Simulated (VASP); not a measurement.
Input of a VASP 6.6.1 run:

The input INCAR:

```
ALGO = Normal ; EDIFF = 1E-6
ENCUT = 520 ; GGA = PE
GGA_COMPAT = False ; ISIF = 2
ISMEAR = 0 ; LASPH = True
LCHARG = True ; LELF = True
LREAL = False ; LVHAR = True
LWAVE = False ; NBANDS = 43
NELECT = 62.0 ; NELM = 120
PREC = Accurate ; SIGMA = 0.02
```

The input KPOINTS:

```
k-points
0
Gamma
  2 2 2
```

POSCAR

```
Si8C7
1.0
   -3.0760000000     -5.3277880000      0.0000000000
    4.6140000000     -2.6638940000      0.0000000000
    0.0000000000      0.0000000000      5.0480000000
Si C
8 7
Direct
    0.5042694259      0.6454256077     -0.0173664818
    0.4950690589      0.3341630744      0.5323660856
    0.2978087556      0.1593014157      0.0175261490
    0.2467537383      0.8286385997      0.5028185420
    0.0071395847      0.6632098748     -0.0039564184
    0.0089629662      0.3274016220      0.5162228605
    0.6974004609      0.1824555305     -0.0008052694
    0.7439346130      0.8293937732      0.4931830428
    0.4932694367      0.6600296462      0.3684934628
    0.1310237681      0.3852939121      0.8446160856
    0.2470083121      0.1556969155      0.3790352615
    0.2554564578      0.8447217305      0.8768171553
   -0.0041925500      0.6600521708      0.3723272583
    0.7498460159      0.1650356188      0.3856808637
    0.7485849311      0.8276899107      0.8704607765
```

Potentials or basis: VASP PAW PBE potentials, release 64 (Si, C).

Run with:

```bash
$ cat potpaw_PBE.64/Si/POTCAR potpaw_PBE.64/C/POTCAR > POTCAR
$ mpirun -np 1 vasp_std > vasp.out
```

Task: What does it give for the largest force?

Result: 2.279 eV/Å.

Forces in eV/Å, atoms in the order of the input:
```
Si  -0.341 -0.300 -0.131
Si  -0.019 -0.177 -0.039
Si  -0.586 -1.109  0.017
Si   0.019 -0.113 -0.080
Si   0.444 -0.159  0.139
Si  -0.098  0.019 -0.614
Si   0.628  0.693  0.254
Si   0.069 -0.102  0.115
C   -0.012 -0.195 -0.036
C    0.418  2.226  0.260
C   -0.150 -0.172 -0.079
C   -0.605  0.074 -0.153
C    0.061 -0.007  0.024
C   -0.033 -0.206  0.129
C    0.205 -0.472  0.196
```

Caveat: the k points lie up to 0.62 Å⁻¹ apart; the cell carries a net charge on a neutralising background, which shifts energy and pressure.
